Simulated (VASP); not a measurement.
## MgO: single point with PBE

MgO:

```xyz
2
Lattice="0.0000 2.0381 2.0381 2.0381 0.0000 2.0381 2.0381 2.0381 0.0000" Properties=species:S:1:pos:R:3 pbc="T T T"
Mg    0.0000    0.0000    0.0000
O     2.0381    2.0381    2.0381
```

This cell differs from its parent crystal: volume scaled by 0.88.

```
Program             : VASP 6.6.1
Task                : single point
Functional          : PBE
Potentials or basis : VASP PAW PBE potentials, release 64 (Mg, O)
Cutoff              : 520 eV
k mesh              : 10 × 10 × 10
Occupations         : gaussian, width 0.02 eV
Spin                : no spin polarisation
```

```yaml
Pressure: 24.1 GPa
Band_gap_on_the_k_mesh: 5.74 eV, direct
```

Levels at points of the mesh, in eV from the valence-band top:
```csv
k point,band 1,band 2,band 3,band 4,band 5,band 6,band 7,band 8
"(0.00, 0.00, 0.00)",-17.80,0.00,0.00,0.00,5.74,16.35,16.35,16.35
"(0.50, 0.00, 0.00)",-16.25,-5.07,-0.77,-0.77,8.54,13.75,17.35,17.35
"(0.50, 0.50, 0.00)",-15.96,-4.50,-1.49,-1.49,9.22,11.09,14.18,20.53
```

Wall time 3.8 s on 1 thread of Intel(R) Xeon(R) 6975P-C (Granite Rapids), on a shared host, peak memory 0.14 GiB.
